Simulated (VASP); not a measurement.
Set up this calculation in VASP 6.6.1, as the native input.

* Task: single point
* Functional: PBE
* Potentials or basis: VASP PAW PBE potentials, release 64 (Bi_d, Se)
* Cutoff: 520 eV
* k mesh: 6 × 6 × 6
* Occupations: gaussian, width 0.02 eV
* Spin: no spin polarisation
* Dipole correction: no
* Further INCAR settings: ALGO = Normal; EDIFF = 1e-06; NBANDS = 32

The structure of Bi2Se3 lies in POSCAR:

```
Bi2Se3
1.0
    1.9689075859      1.1367493248      9.8743506922
   -1.9689075859      1.1367493248      9.8743506922
    0.0000000000     -2.6172239224      9.9139208355
Bi Se
2 3
Direct
    0.3980479346      0.3980479346      0.3978499423
    0.6019520654      0.6019520654      0.6021500577
    0.0000000000      0.0000000000      0.0000000000
    0.2143795059      0.2143795059      0.2200383961
    0.7856204941      0.7856204941      0.7799616039
```

This cell differs from its parent crystal: biaxial strain in the a-b plane: -6.0 %.

The input as run:

INCAR

```
ALGO = Normal
EDIFF = 1E-6
ENCUT = 520
GGA = PE
ISIF = 2
ISMEAR = 0
LASPH = True
LCHARG = False
LREAL = False
LWAVE = False
NBANDS = 32
NELM = 100
PREC = Accurate
SIGMA = 0.02
```

KPOINTS

```
k-points
0
Gamma
  6 6 6
```

Potentials or basis: VASP PAW PBE potentials, release 64 (Bi_d, Se).

The run is started by

```console
$ cat potpaw_PBE.64/Bi_d/POTCAR potpaw_PBE.64/Se/POTCAR > POTCAR
$ mpirun -np 1 vasp_std > vasp.out
```

Results of the run:

The pressure is 2.6 GPa, the largest force is 0.369 eV/Å and the band gap on the k mesh is 0.20 eV.

Caveat: the cell differs from its parent crystal (biaxial strain in the a-b plane: -6.0 %); spin-orbit coupling is left out, which moves the levels of the heavy elements.

It took 20 min on 1 thread of Intel(R) Xeon(R) 6975P-C (Granite Rapids), with other jobs on the host, peak memory 1 GiB.
